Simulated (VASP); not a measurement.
# B4N3 (P-62m) in VASP: single point with PBE

Aim: the single point of B4N3 with PBE.

Program: VASP 6.6.1. These are calculated values, not measurements. Logs are shortened: lines on timing, memory, paths and dates and some standing lists are left out, and cuts for length are marked.

### Step 1. The cell of the first run

The structure is hexagonal, space group P-62m (No. 189). The conventional cell has a = 4.617 Å, b = 4.617 Å, c = 3.095 Å, α = 90.00°, β = 90.00°, γ = 120.00°. Within 1.9 Å of B (site symmetry m2m) lie 2 N at 1.46 Å and 1 B at 1.71 Å. Within 2.1 Å of B (site symmetry -62m) lie 2 N at 1.55 Å and 3 B at 1.71 Å. Within 1.9 Å of N (site symmetry -6) lie 3 B at 1.46 Å. N (site symmetry -62m) has 2 B at 1.55 Å within 2.1 Å.

The cell was built from a structure type or drawn by symmetry, and may not be a known phase.

### Step 2. Single point, PBE

INCAR reads:

```
PREC = Accurate ; ENCUT = 600
EDIFF = 1E-6 ; ISMEAR = 0
SIGMA = 0.2 ; LREAL = F
LASPH = T ; NELM = 120
ALGO = Normal ; ISIF = 2
LWAVE = F ; LCHARG = T
GGA = PE ; LELF = T
LVHAR = T ; NBANDS = 22
GGA_COMPAT = F
```

KPOINTS reads:

```
regular mesh
0
Gamma
  5 5 3
```

POSCAR reads:

```
B4N3
1.0
    4.6166065033      0.0000000033      0.0000000000
   -2.3083032545      3.9980985095      0.0000000000
    0.0000000000      0.0000000000      3.0951068828
B N
4 3
Direct
    0.3708724925      0.0000000000      0.5000000000
    0.0000000000      0.3708724925      0.5000000000
    0.6291275075      0.6291275075      0.5000000000
    0.0000000000      0.0000000000      0.5000000000
    0.3333333333      0.6666666667      0.5000000000
    0.6666666667      0.3333333333      0.5000000000
    0.0000000000      0.0000000000      0.0000000000
```

Potentials or basis: VASP PAW PBE potentials, release 64 (B, N).

Started as:

```bash
> cat potpaw_PBE.64/B/POTCAR potpaw_PBE.64/N/POTCAR > POTCAR
> mpirun -np 1 vasp_std > vasp.out
```

OUTCAR:

```text
PREC = Accurate
   ENCUT = 600
   EDIFF = 1E-6
   ISMEAR = 0
   LREAL = F
   LASPH = T
   NELM = 120
   ISIF = 2
   GGA = PE

 ion  position               nearest neighbor table
   1  0.371  0.000  0.500-   5 1.46   6 1.46   4 1.71
   2  0.000  0.371  0.500-   6 1.46   5 1.46   4 1.71
   3  0.629  0.629  0.500-   5 1.46   6 1.46   4 1.71
   4  0.000  0.000  0.500-   7 1.55   7 1.55   1 1.71   2 1.71   3 1.71
   5  0.333  0.667  0.500-   1 1.46   2 1.46   3 1.46
   6  0.667  0.333  0.500-   2 1.46   1 1.46   3 1.46
   7  0.000  0.000  0.000-   4 1.55   4 1.55

  LATTYP: Found a hexagonal cell.
 ALAT       =     4.6166065033
 C/A-ratio  =     0.6704290003

  Lattice vectors:

 A1 = (   4.6166065033,   0.0000000033,   0.0000000000)
 A2 = (  -2.3083032545,   3.9980985095,   0.0000000000)
 A3 = (   0.0000000000,   0.0000000000,   3.0951068828)

Analysis of symmetry for initial positions (statically):
=====================================================================
 Subroutine PRICEL returns:
 Original cell was already a primitive cell.

 Routine SETGRP: Setting up the symmetry group for a
 hexagonal supercell.

 Subroutine GETGRP returns: Found 12 space group operations
 (whereof 12 operations were pure point group operations)
 out of a pool of 24 trial point group operations.

The static configuration has the point symmetry D_3h.

Analysis of symmetry for dynamics (positions and initial velocities):
=====================================================================
 Subroutine PRICEL returns:
 Original cell was already a primitive cell.

 Routine SETGRP: Setting up the symmetry group for a
 hexagonal supercell.

 Subroutine GETGRP returns: Found 12 space group operations
 (whereof 12 operations were pure point group operations)
 out of a pool of 24 trial point group operations.

The dynamic configuration has the point symmetry D_3h.

 Subroutine INISYM returns: Found 12 space group operations
 (whereof 12 operations are pure point group operations),
 and found     1 'primitive' translations

----------------------------------------------------------------------------------------

                                     Primitive cell

  volume of cell :      57.1284

  direct lattice vectors                    reciprocal lattice vectors
     4.616606503  0.000000003  0.000000000     0.216609321  0.125059450  0.000000000
    -2.308303255  3.998098510  0.000000000    -0.000000000  0.250118900  0.000000000
     0.000000000  0.000000000  3.095106883     0.000000000  0.000000000  0.323090619

  length of vectors
     4.616606503  4.616606503  3.095106883     0.250118900  0.250118900  0.323090619

  position of ions in fractional coordinates (direct lattice)
     0.370872492  0.000000000  0.500000000
     1.000000000  0.370872492  0.500000000
     0.629127508  0.629127508  0.500000000
     0.000000000  0.000000000  0.500000000
     0.333333333  0.666666667  0.500000000
     0.666666667  0.333333333  0.500000000
     0.000000000  0.000000000  0.000000000

  ion indices of the primitive-cell ions
   primitive index   ion index
                 1           1
                 2           2
                 3           3
                 4           4
                 5           5
                 6           6
                 7           7

----------------------------------------------------------------------------------------

 KPOINTS: regular mesh

Automatic generation of k-mesh.
 Grid dimensions read from file:
 generate k-points for:    5    5    3

 Generating k-lattice:

  Cartesian coordinates                     Fractional coordinates (reciprocal lattice)
     0.043321864  0.025011890  0.000000000     0.200000000 -0.000000000  0.000000000
    -0.000000000  0.050023780  0.000000000     0.000000000  0.200000000  0.000000000
     0.000000000  0.000000000  0.107696873     0.000000000  0.000000000  0.333333333

  Length of vectors
     0.050023780  0.050023780  0.107696873

  Shift w.r.t. Gamma in fractional coordinates (k-lattice)
     0.000000000  0.000000000  0.000000000

 Subroutine IBZKPT returns following result:
 ===========================================

 Found     10 irreducible k-points:

 Following reciprocal coordinates:
            Coordinates               Weight
  0.000000  0.000000  0.000000      1.000000
  0.200000  0.000000  0.000000      6.000000
  0.400000  0.000000  0.000000      6.000000
  0.200000  0.200000  0.000000      6.000000
  0.400000  0.200000  0.000000      6.000000
  0.000000  0.000000  0.333333      2.000000
  0.200000  0.000000  0.333333     12.000000
  0.400000  0.000000  0.333333     12.000000
  0.200000  0.200000  0.333333     12.000000
  0.400000  0.200000  0.333333     12.000000
   k-points           NKPTS =     10   k-points in BZ     NKDIM =     10   number of bands    NBANDS=     22
   number of dos      NEDOS =    301   number of ions     NIONS =      7
   total plane-waves  NPLWV =  44800
   dimension x,y,z NGX =    40 NGY =   40 NGZ =   28
   dimension x,y,z NGXF=    80 NGYF=   80 NGZF=   56
   ions per type =               4   3
   NGX,Y,Z   is equivalent  to a cutoff of  14.40, 14.40, 15.04 a.u.
   NGXF,Y,Z  is equivalent  to a cutoff of  28.81, 28.81, 30.08 a.u.
 SYSTEM =  unknown system
   PREC   = accura    normal or accurate (medium, high low for compatibility)
   ISTART =      0    job   : 0-new  1-cont  2-samecut
   ICHARG =      2    charge: 1-file 2-atom 10-const
   ISPIN  =      1    spin polarized calculation?
   LNONCOLLINEAR =      F non collinear calculations
   LSORBIT =      F    spin-orbit coupling
   LASPH  =      T    aspherical Exc in radial PAW
   ENCUT  =  600.0 eV  44.10 Ry    6.64 a.u.   9.22  9.22  6.18*2*pi/ulx,y,z
   NELM   =    120;   NELMIN=  2; NELMDL= -5     # of ELM steps
   EDIFF  = 0.1E-05   stopping-criterion for ELM
   LREAL  =      F    real-space projection
   EDIFFG = 0.1E-04   stopping-criterion for IOM
   NSW    =      0    number of steps for IOM
   IBRION =     -1    ionic relax: 0-MD 1-quasi-New 2-CG
   NFREE  =      0    steps in history (QN), initial steepest desc. (CG)
   ISIF   =      2    stress and relaxation
   ISYM   =      2    0-nonsym 1-usesym 2-fastsym
   POTIM  = 0.5000    time-step for ionic-motion
   TEBEG  =    0.0;   TEEND  =   0.0 temperature during run
   PSTRESS=    0.0 pullay stress
   NELECT =      27.0000    total number of electrons
   NUPDOWN=      -1.0000    fix difference up-down
   EMIN   =  10.00;   EMAX   =-10.00  energy-range for DOS
   EFERMI =   0.00;   METHOD = LEGACY
   ISMEAR =     0;   SIGMA  =   0.20  broadening in eV -4-tet -1-fermi 0-gaus
   EFERMI_NEDOS =   21; number of points for ismear=-14 and -15
   IALGO  =     38    algorithm
   IMIX   =      4    mixing-type and parameters
     AMIX     =   0.40;   BMIX     =  1.00
     AMIX_MAG =   1.60;   BMIX_MAG =  1.00
  volume/ion in A,a.u.               =       8.16        55.07
  Fermi-wavevector in a.u.,A,eV,Ry     =   1.275201  2.409781 22.124956  1.626138
  Thomas-Fermi vector in A             =   2.407927
   LORBIT       =      0    0 simple, 1 ext, 2 COOP (PROOUT), +10 PAW based schemes
   GGA     = PE    functional components
   LHFCALC =     F    Hartree Fock is set to
   AEXX    =    0.0000 exact exchange contribution
   IVDW    =     0    specifies the selected vdW correction
   LEPSILON=     F    determine dielectric tensor
   LRPA    =     F    only Hartree local field effects (RPA)
 non-spin polarized calculation
 Gauss-broadening in eV      SIGMA  =   0.20
  energy-cutoff  :      600.00
  volume of cell :       57.13
 maximum number of plane-waves:      1915
 NGX is ok and might be reduce to    40
   NGX = 19   NGY = 19   NGZ = 13

 number of electron      26.9999998 magnetization

 Free energy of the ion-electron system (eV)
  ---------------------------------------------------
  ext. energy  EPLUGINS =         0.00000000
  ---------------------------------------------------
  free energy    TOTEN  =       -52.17206152 eV

  energy without entropy =      -52.13557539  energy(sigma->0) =      -52.15381846

 E-fermi :   4.4728     XC(G=0): -10.9363

 val. band max:        4.4467044838   @ k =   0.4000   0.0000   0.3333
 cond. band min:       4.5104079693   @ k =   0.4000   0.2000   0.3333
 fundamental gap:      0.0637034854
 Fermi energy:         4.4727769870

 k-point     1 :       0.0000    0.0000    0.0000
  band No.  band energies     occupation
      1     -14.0766      2.00000
      2     -11.4788      2.00000
      3     -11.0527      2.00000
      4      -4.4460      2.00000
      5      -4.4460      2.00000
      6      -3.9274      2.00000
[... 14 lines left out ...]
     21      14.2251      0.00000
     22      14.2251      0.00000

 k-point     2 :       0.2000    0.0000    0.0000
  band No.  band energies     occupation
      1     -13.8655      2.00000
      2     -11.7102      2.00000
      3     -11.2760      2.00000
      4      -5.0615      2.00000
      5      -4.6242      2.00000
      6      -3.0060      2.00000
[... 14 lines left out ...]
     21      13.9682      0.00000
     22      14.2012      0.00000

 k-point     3 :       0.4000    0.0000    0.0000
  band No.  band energies     occupation
      1     -13.2757      2.00000
      2     -12.3997      2.00000
      3     -11.5673      2.00000
      4      -5.4862      2.00000
      5      -3.8507      2.00000
      6      -2.8558      2.00000
[... 14 lines left out ...]
     21      13.0761      0.00000
     22      13.5159      0.00000

 k-point     4 :       0.2000    0.2000    0.0000
  band No.  band energies     occupation
      1     -13.4635      2.00000
      2     -12.0606      2.00000
      3     -11.6668      2.00000
      4      -4.9054      2.00000
      5      -4.7016      2.00000
      6      -2.8767      2.00000
[... 14 lines left out ...]
     21      13.1979      0.00000
     22      14.0082      0.00000

 k-point     5 :       0.4000    0.2000    0.0000
  band No.  band energies     occupation
      1     -12.8526      2.00000
      2     -12.6339      2.00000
      3     -11.9234      2.00000
      4      -4.9702      2.00000
      5      -3.7719      2.00000
      6      -3.2632      2.00000
[... 14 lines left out ...]
     21      13.2307      0.00000
     22      13.9332      0.00000

 k-point     6 :       0.0000    0.0000    0.3333
  band No.  band energies     occupation
      1     -13.4365      2.00000
      2     -11.2788      2.00000
      3     -11.0718      2.00000
      4      -5.1980      2.00000
      5      -4.1353      2.00000
      6      -4.1353      2.00000
[... 14 lines left out ...]
     21      14.8985      0.00000
     22      16.3439      0.00000

 k-point     7 :       0.2000    0.0000    0.3333
  band No.  band energies     occupation
      1     -13.2618      2.00000
      2     -11.4849      2.00000
      3     -11.1349      2.00000
      4      -5.6764      2.00000
      5      -4.5144      2.00000
      6      -3.9208      2.00000
[... 14 lines left out ...]
     21      14.9319      0.00000
     22      15.5668      0.00000

 k-point     8 :       0.4000    0.0000    0.3333
  band No.  band energies     occupation
      1     -12.8081      2.00000
      2     -11.9960      2.00000
      3     -11.2390      2.00000
      4      -6.1712      2.00000
      5      -4.8579      2.00000
      6      -2.8581      2.00000
[... 14 lines left out ...]
     21      15.0924      0.00000
     22      15.8619      0.00000

 k-point     9 :       0.2000    0.2000    0.3333
  band No.  band energies     occupation
      1     -12.9410      2.00000
      2     -11.8090      2.00000
      3     -11.2659      2.00000
      4      -6.2211      2.00000
      5      -4.0893      2.00000
      6      -3.8745      2.00000
[... 14 lines left out ...]
     21      15.2696      0.00000
     22      16.1076      0.00000

 k-point    10 :       0.4000    0.2000    0.3333
  band No.  band energies     occupation
      1     -12.5326      2.00000
      2     -12.2022      2.00000
      3     -11.3717      2.00000
      4      -6.4777      2.00000
      5      -4.1232      2.00000
      6      -2.7834      2.00000
[... 14 lines left out ...]
     21      15.1069      0.00000
     22      16.8688      0.00000

------------------------ aborting loop because EDIFF is reached ----------------------------------------

  FORCE on cell =-STRESS in cart. coord.  units (eV):
  Direction    XX          YY          ZZ          XY          YZ          ZX
  --------------------------------------------------------------------------------------
  -------------------------------------------------------------------------------------
  Total        0.0236890      0.0236890     -0.0862135      0.0000000      0.0000000     -0.0000000
  in kB        0.6643627      0.6643627     -2.4178759      0.0000000      0.0000000     -0.0000000
  external PRESSURE =      -0.3630502 kB  Pullay stress =       0.0000000 kB

 VOLUME and BASIS-vectors are now :
 -----------------------------------------------------------------------------
  energy-cutoff  :      600.00
  volume of cell :       57.13
      direct lattice vectors                 reciprocal lattice vectors
     4.616606503  0.000000003  0.000000000     0.216609321  0.125059450  0.000000000
    -2.308303255  3.998098510  0.000000000    -0.000000000  0.250118900  0.000000000
     0.000000000  0.000000000  3.095106883     0.000000000  0.000000000  0.323090619

 POSITION                                       TOTAL-FORCE (eV/Angst)
 -----------------------------------------------------------------------------------
      1.71217      0.00000      1.54755        -0.003176     -0.000000      0.000000
     -0.85609      1.48278      1.54755         0.001588     -0.002751     -0.000000
      1.45222      2.51531      1.54755         0.001588      0.002751      0.000000
      0.00000      0.00000      1.54755         0.000000     -0.000000      0.000000
     -0.00000      2.66540      1.54755         0.000000      0.000000      0.000000
      2.30830      1.33270      1.54755         0.000000      0.000000      0.000000
      0.00000      0.00000      0.00000         0.000000     -0.000000      0.000000
 -----------------------------------------------------------------------------------
    total drift:                                0.000000      0.000000     -0.000000

  FREE ENERGIE OF THE ION-ELECTRON SYSTEM (eV)
  ---------------------------------------------------
  free  energy   TOTEN  =       -52.1720615215 eV

  energy  without entropy=      -52.1355753947  energy(sigma->0) =      -52.15381846
```

It took 21 s on 1 thread of Intel Xeon Platinum 8488C (Sapphire Rapids), shared host; peak memory 0.19 GiB.

Results:

```
Free energy            : -52.1721 eV
Pressure               : 0.0 GPa
Largest force          : 0.003 eV/Å
Band gap on the k mesh : zero (an odd number of electrons rules out a gap without spin polarisation)
```

Forces in eV/Å, atoms in the order of the input:
```
B   -0.003  0.000  0.000
B    0.002 -0.003  0.000
B    0.002  0.003  0.000
B    0.000  0.000  0.000
N    0.000  0.000  0.000
N    0.000  0.000  0.000
N    0.000  0.000  0.000
```

Caveat: the k points lie up to 0.68 Å⁻¹ apart, too coarse for converged energies and pressures of a metal.
